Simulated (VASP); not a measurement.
The system is C.

```xyz
2
Lattice="0.0000 1.7913 1.7913 1.7801 0.0111 1.7801 1.7801 1.7801 0.0111" Properties=species:S:1:pos:R:3 pbc="T T T"
C     1.7801    1.7913    1.7913
C     2.6702    2.6869    2.6869
```

This cell differs from its parent crystal: strain +0.0125 x Voigt [0, 0, 0, 1, 0, 0].

Base run:

- Program: VASP 6.6.1
- Functional: r2SCAN
- Potentials or basis: VASP PAW PBE potentials, release 64 (C_h)
- Cutoff: 910 eV
- k mesh: 12 × 12 × 12
- Occupations: gaussian, width 0.05 eV
- Spin: no spin polarisation

Its results: band gap on the k mesh 4.37 eV, indirect (least direct gap 5.70 eV); pressure -0.8 GPa; largest force 0.026 eV/Å.

Q: The run is repeated on the same cell with these changes: potentials or basis from VASP PAW PBE potentials, release 64 (C_h) to VASP PAW PBE potentials, release 64 (C); cutoff from 910 eV to 520 eV; further incar settings from ALGO = Normal; EDIFF = 1e-06; NBANDS = 11 to ALGO = Normal; EDIFF = 1e-07; NBANDS = 11. What comes out?

A: Band gap on the k mesh 4.34 eV, indirect (least direct gap 5.65 eV); pressure 1.2 GPa; largest force 0.032 eV/Å.

Caveats: the PAW data sets were made with another functional, which shifts forces and pressure a little; the cutoff is under 1.25 times the usual one of these potentials, so pressure, stress and relaxed cells hold a basis-set (Pulay) error (some runs).

A k mesh can miss the band edges.
